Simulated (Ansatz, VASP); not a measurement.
**KTaO3: VASP beside Ansatz**

File POSCAR:

```
KTaO3
1.0
    4.0407836503      0.0000000000      0.0000000000
    0.0000000000      4.0407836503      0.0000000000
    0.0000000000      0.0000000000      4.0407836503
Ta K O
1 1 3
Direct
    0.0000000000      0.0000000000      0.0000000000
    0.5000000000      0.5000000000      0.5000000000
    0.0000000000      0.0000000000      0.5000000000
    0.0000000000      0.5000000000      0.0000000000
    0.5000000000      0.0000000000      0.0000000000
```

INCAR.step1

```
ALGO = Normal
EDIFF = 1E-4
ENCUT = 520
GGA = PE
ISMEAR = -1
LASPH = True
LCHARG = False
LREAL = False
LWAVE = True
NBANDS = 27
NELM = 100
PREC = Accurate
SIGMA = 0.05
```

File INCAR.step2:

```
ALGO = Normal
EDIFF = 1E-7
ENCUT = 520
ISIF = 2
ISMEAR = -1
ISTART = 1
IVDW = 13
LASPH = True
LCHARG = False
LMIXTAU = True
LREAL = False
LWAVE = False
METAGGA = R2SCAN
NBANDS = 27
NELM = 100
PREC = Accurate
SIGMA = 0.05
VDW_A1 = 0.51559235
VDW_A2 = 5.77342911
VDW_S6 = 1.0
VDW_S8 = 0.6018749
```

The input KPOINTS:

```
k-points
0
Gamma
  7 7 7
```

input.yaml

```yaml
crystal:
  lattice:
    - [4.0407836503, 0.0, 0.0]
    - [0.0, 4.0407836503, 0.0]
    - [0.0, 0.0, 4.0407836503]
  atoms:
    - { symbol: Ta, position: [0.0, 0.0, 0.0] }
    - { symbol: K, position: [0.5, 0.5, 0.5] }
    - { symbol: O, position: [0.0, 0.0, 0.5] }
    - { symbol: O, position: [0.0, 0.5, 0.0] }
    - { symbol: O, position: [0.5, 0.0, 0.0] }
hamiltonian:
  xc: r2scan
  pseudopotentials: { kind: paw }
  dispersion: d4
kpoints:
  mp_grid: { grid: [7, 7, 7] }
scf:
  occupations: { method: fermi_dirac, width: 0.05 }
output:
  forces: true
  stress: true
  eigenvalues: true
  write_density: true
  write_potential: true
  elf: true
  volumetric_format: npy
```

Alike in both runs: task single point; functional r2SCAN; dispersion D4; k mesh 7 × 7 × 7; occupations fermi-dirac, width 0.05 eV; no spin polarisation.

|  | VASP | Ansatz |
| --- | --- | --- |
| version | VASP 6.6.1 | Ansatz 0.2.0 |
| potentials or method | VASP PAW PBE potentials, release 64 (Ta_pv, K_sv, O) | Ansatz PAW |
| plane-wave cutoff (eV) | 520 | 500 |
| valence electrons in the cell | 38 | 40 |

```csv
,VASP,Ansatz,Ansatz less VASP
gap on the k mesh at the Fermi level (eV),2.55,2.58,+0.028
least direct gap on the mesh (eV),3.16,3.18,+0.017
pressure (GPa),-7.2,-8.0,-0.75
```

VASP's potentials were made for PBE, not for r2SCAN. VASP's potentials hold 38 valence electrons a cell and Ansatz's 40, so a difference there can come from the potentials and not from the codes.

Neither program's run includes spin-orbit coupling. Noted on Ansatz's run: odd divisions of the mesh miss points on the zone boundary, where band edges often lie, so the gap on the mesh can be too wide.
